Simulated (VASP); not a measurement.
# MnS (R-3m) in VASP: single point with PBE+D4+U

Aim: the single point of MnS with PBE+D4+U.

All numbers are computed with VASP 6.6.1; they aren't measurements. Logs are shortened: lines on timing, memory, paths and dates and some standing lists are left out, and cuts for length are marked.

## (1) The cell of the first run

Symmetry: R-3m, No. 166, trigonal system. The conventional cell has a = 3.660 Å, b = 3.660 Å, c = 8.913 Å, α = 90.00°, β = 90.00°, γ = 120.00°. Within 3.4 Å of S (site symmetry -3m) lie 6 Mn at 2.58 Å. Mn (site symmetry -3m) has 6 S at 2.58 Å within 3.4 Å.

## (2) Single point, PBE+D4+U, collinear spin, ferromagnetic start

Input file INCAR:

```
SYSTEM = MnS
PREC = Accurate
ENCUT = 520
EDIFF = 1E-7
ISMEAR = 0
SIGMA = 0.01
LREAL = .False.
LASPH = .True.
NELM = 150
ALGO = Normal
ISIF = 2
LWAVE = .False.
LCHARG = .False.
ISPIN = 2
MAGMOM = 0 4
LORBIT = 11
LMAXMIX = 4
LDAU = .True.
LDAUTYPE = 2
LDAUL = -1 2
LDAUU = 0 2
LDAUJ = 0 0
LDAUPRINT = 1
GGA = PE
IVDW = 13
NBANDS = 20
```

Input file KPOINTS:

```
Automatic mesh
0
Gamma
  9 9 9
  0 0 0
```

Input file POSCAR:

```
MnS
1.0
    1.8299960150      1.0565486919      2.9709202767
   -1.8299960150      1.0565486919      2.9709202767
    0.0000000000     -2.1130973838      2.9709202767
S Mn
1 1
Direct
    0.5000000000      0.5000000001      0.5000000000
    0.0000000000      0.0000000000      0.0000000000
```

Potentials or basis: VASP PAW PBE potentials, release 64 (S, Mn_pv).

Launch:

```sh
> cat potpaw_PBE.64/S/POTCAR potpaw_PBE.64/Mn_pv/POTCAR > POTCAR
> mpirun -np 1 vasp_std > vasp.out
```

OUTCAR:

```text
SYSTEM = MnS
   PREC = Accurate
   ENCUT = 520
   EDIFF = 1E-7
   ISMEAR = 0
   LREAL = .False.
   LASPH = .True.
   NELM = 150
   ISIF = 2
   ISPIN = 2
   LORBIT = 11
   GGA = PE
   IVDW = 13

 ion  position               nearest neighbor table
   1  0.500  0.500  0.500-   2 2.58   2 2.58   2 2.58   2 2.58   2 2.58   2 2.58
   2  0.000  0.000  0.000-   1 2.58   1 2.58   1 2.58   1 2.58   1 2.58   1 2.58

  LATTYP: Found a trigonal (rhomboedric) cell.
 ALAT       =     3.6457575130
 COS(alpha) =     0.4960879720

  Lattice vectors:

 A1 = (   1.8299960150,   1.0565486919,   2.9709202767)
 A2 = (  -1.8299960150,   1.0565486919,   2.9709202767)
 A3 = (   0.0000000000,  -2.1130973838,   2.9709202767)

Analysis of symmetry for initial positions (statically):
=====================================================================
 Subroutine PRICEL returns:
 Original cell was already a primitive cell.

 Routine SETGRP: Setting up the symmetry group for a
 trigonal (rhombohedral) supercell.

 Subroutine GETGRP returns: Found 12 space group operations
 (whereof 12 operations were pure point group operations)
 out of a pool of 12 trial point group operations.

The static configuration has the point symmetry D_3d.

Analysis of symmetry for dynamics (positions and initial velocities):
=====================================================================
 Subroutine PRICEL returns:
 Original cell was already a primitive cell.

 Routine SETGRP: Setting up the symmetry group for a
 trigonal (rhombohedral) supercell.

 Subroutine GETGRP returns: Found 12 space group operations
 (whereof 12 operations were pure point group operations)
 out of a pool of 12 trial point group operations.

The dynamic configuration has the point symmetry D_3d.

Analysis of structural, dynamic, and magnetic symmetry:
=====================================================================
 Subroutine PRICEL returns:
[... 175 lines left out ...]
  o =  0.0232  v =  0.0000  0.0000  0.0000  0.0000  0.0000 -0.0000  0.0000  1.0000 -0.0000  0.0000      0.0000  0.0000  0.0000  0.0000  0.0000  0.0000  0.0000  0.0000  0.0000  0.0000
  o =  0.0963  v =  0.0000  0.0000  0.0000  0.0000  0.0000  0.5793  0.0000 -0.0000 -0.8151  0.0000      0.0000  0.0000  0.0000  0.0000  0.0000  0.0000  0.0000  0.0000  0.0000  0.0000
  o =  0.0963  v =  0.0000  0.0000  0.0000  0.0000  0.0000  0.0000  0.8151 -0.0000  0.0000 -0.5793      0.0000  0.0000  0.0000  0.0000  0.0000  0.0000  0.0000  0.0000  0.0000  0.0000
  o =  0.9252  v =  0.0000  0.0000 -1.0000 -0.0000  0.0000  0.0000  0.0000  0.0000  0.0000  0.0000      0.0000  0.0000  0.0000  0.0000  0.0000  0.0000  0.0000  0.0000  0.0000  0.0000
  o =  0.9253  v = -0.8112  0.0000  0.0000 -0.5848  0.0000  0.0000  0.0000  0.0000  0.0000  0.0000      0.0000  0.0000  0.0000  0.0000  0.0000  0.0000  0.0000  0.0000  0.0000  0.0000
  o =  0.9253  v =  0.0000 -0.5848 -0.0000 -0.0000 -0.8112  0.0000  0.0000  0.0000  0.0000  0.0000      0.0000  0.0000  0.0000  0.0000  0.0000  0.0000  0.0000  0.0000  0.0000  0.0000
  o =  0.9451  v = -0.5848 -0.0000 -0.0000  0.8112 -0.0000  0.0000  0.0000  0.0000  0.0000  0.0000      0.0000  0.0000  0.0000  0.0000  0.0000  0.0000  0.0000  0.0000  0.0000  0.0000
  o =  0.9451  v =  0.0000  0.8112 -0.0000  0.0000 -0.5848  0.0000  0.0000  0.0000  0.0000  0.0000      0.0000  0.0000  0.0000  0.0000  0.0000  0.0000  0.0000  0.0000  0.0000  0.0000

 number of electron      18.9999995 magnetization       4.9628827

 Free energy of the ion-electron system (eV)
  ---------------------------------------------------
  ext. energy  EPLUGINS =         0.00000000
  ---------------------------------------------------
  free energy    TOTEN  =       -13.41738236 eV

  energy without entropy =      -13.41722575  energy(sigma->0) =      -13.41730406

 E-fermi :   6.9965     XC(G=0): -10.7341

 val. band max:        6.9965157680   @ k =   0.4444  -0.0000   0.0000
 cond. band min:       7.0039609198   @ k =  -0.4444   0.4444   0.0000
 fundamental gap:      0.0074451518
 Fermi energy:         6.9965408601

 spin component 1

 k-point     1 :       0.0000    0.0000    0.0000
  band No.  band energies     occupation
      1     -43.9128      1.00000
      2     -43.9104      1.00000
      3     -43.9104      1.00000
      4      -7.7072      1.00000
      5       2.6318      1.00000
      6       2.6318      1.00000
[... 1097 lines left out ...]
     19      22.2828      0.00000
     20      22.2958      0.00000

 [... further k-points ...]

------------------------ aborting loop because EDIFF is reached ----------------------------------------

  DFT-D4 for vdW energy calculation

  Edisp (eV):   -0.82382

  FORCE on cell =-STRESS in cart. coord.  units (eV):
  Direction    XX          YY          ZZ          XY          YZ          ZX
  --------------------------------------------------------------------------------------
  -------------------------------------------------------------------------------------
  Total       0.16830     0.16830     0.26952    -0.00000     0.00000     0.00000
  in kB       7.82373     7.82373    12.52904    -0.00000     0.00000     0.00000
  external pressure =        9.39 kB  Pullay stress =        0.00 kB

 VOLUME and BASIS-vectors are now :
 -----------------------------------------------------------------------------
  energy-cutoff  :      520.00
  volume of cell :       34.47
      direct lattice vectors                 reciprocal lattice vectors
     1.829996015  1.056548692  2.970920277     0.273224639  0.157746319  0.112198680
    -1.829996015  1.056548692  2.970920277    -0.273224639  0.157746319  0.112198680
     0.000000000 -2.113097384  2.970920277     0.000000000 -0.315492637  0.112198680

 POSITION                                       TOTAL-FORCE (eV/Angst)
 -----------------------------------------------------------------------------------
     -0.00000      0.00000      4.45638         0.000000      0.000000     -0.000000
      0.00000      0.00000      0.00000         0.000000     -0.000000      0.000000
 -----------------------------------------------------------------------------------
    total drift:                                0.000000     -0.000000     -0.000000

  FREE ENERGIE OF THE ION-ELECTRON SYSTEM (eV)
  ---------------------------------------------------
  free  energy   TOTEN  =       -14.2412042290 eV

  energy  without entropy=      -14.2410476232  energy(sigma->0) =      -14.24112593

 total charge

# of ion       s       p       d       tot
------------------------------------------
    1        1.323   2.455   0.000   3.777
    2        0.222   6.177   4.910  11.309
--------------------------------------------------
tot          1.544   8.632   4.910  15.086

 magnetization (x)

# of ion       s       p       d       tot
------------------------------------------
    1        0.025   0.095   0.000   0.120
    2        0.051   0.041   4.395   4.486
--------------------------------------------------
tot          0.076   0.136   4.395   4.606
```

OSZICAR:

```text
N       E                     dE             d eps       ncg     rms          rms(c)
DAV:   1     0.156783591582E+03    0.15678E+03   -0.10155E+04  6848   0.987E+02
DAV:   2    -0.583248839643E+01   -0.16262E+03   -0.15272E+03  7120   0.287E+02
DAV:   3    -0.136154233254E+02   -0.77829E+01   -0.77006E+01  7852   0.682E+01
DAV:   4    -0.137067486307E+02   -0.91325E-01   -0.91269E-01  7656   0.751E+00
DAV:   5    -0.137080859664E+02   -0.13373E-02   -0.13373E-02  7788   0.952E-01    0.119E+01
DAV:   6    -0.132735637179E+02    0.43452E+00   -0.56725E+00  7592   0.270E+01    0.127E+01
DAV:   7    -0.134033835638E+02   -0.12982E+00   -0.60000E-01  7436   0.766E+00    0.726E+00
DAV:   8    -0.134176972876E+02   -0.14314E-01   -0.68696E-02  7608   0.252E+00    0.380E+00
DAV:   9    -0.134170239998E+02    0.67329E-03   -0.14957E-02  7288   0.121E+00    0.458E-01
DAV:  10    -0.134172394142E+02   -0.21541E-03   -0.34643E-03  7384   0.661E-01    0.223E-01
DAV:  11    -0.134172581181E+02   -0.18704E-04   -0.27989E-04  7448   0.157E-01    0.104E-01
DAV:  12    -0.134173247161E+02   -0.66598E-04   -0.55990E-05  7660   0.501E-02    0.111E-01
DAV:  13    -0.134173458257E+02   -0.21110E-04   -0.32211E-05  8208   0.518E-02    0.696E-02
DAV:  14    -0.134173829572E+02   -0.37132E-04   -0.58085E-05  7196   0.507E-02    0.300E-02
DAV:  15    -0.134173824810E+02    0.47624E-06   -0.66634E-06  7524   0.175E-02    0.101E-02
DAV:  16    -0.134173822729E+02    0.20803E-06   -0.10359E-06  7568   0.634E-03    0.473E-03
DAV:  17    -0.134173823591E+02   -0.86227E-07   -0.24577E-07  7068   0.330E-03
   1 F= -.14241204E+02 E0= -.14241126E+02  d E =-.156606E-03  mag=     4.9630
```

It took 3.5 min on 1 thread of Oxide Virtual Turin-like, shared host; peak memory 0.19 GiB.

What came out:

| Item | Value |
| --- | --- |
| Free energy | -14.2412 eV |
| Pressure | 0.9 GPa |
| Band gap on the k mesh | zero (filled and empty bands overlap) |
| Net moment | 4.96 μB per cell |
| Site moments | S +0.12; Mn +4.49 μB |
| Valence electrons inside the program's atomic spheres | S 3.78; Mn 11.31 |
| Dispersion energy per atom | -0.412 eV |

Stress tensor (GPa, compression positive):
```
0.78 0.00 0.00
0.00 0.78 0.00
0.00 0.00 1.25
```

Eigenvalues of the final occupation matrices:
```
    site  spin  trace               eigenvalues
site 2 d     1   4.67  0.93 0.93 0.93 0.95 0.95
site 2 d     2   0.26  0.02 0.02 0.02 0.10 0.10
```

Caveat: a cell with one magnetic atom can't hold antiferromagnetic order, which such compounds often take.
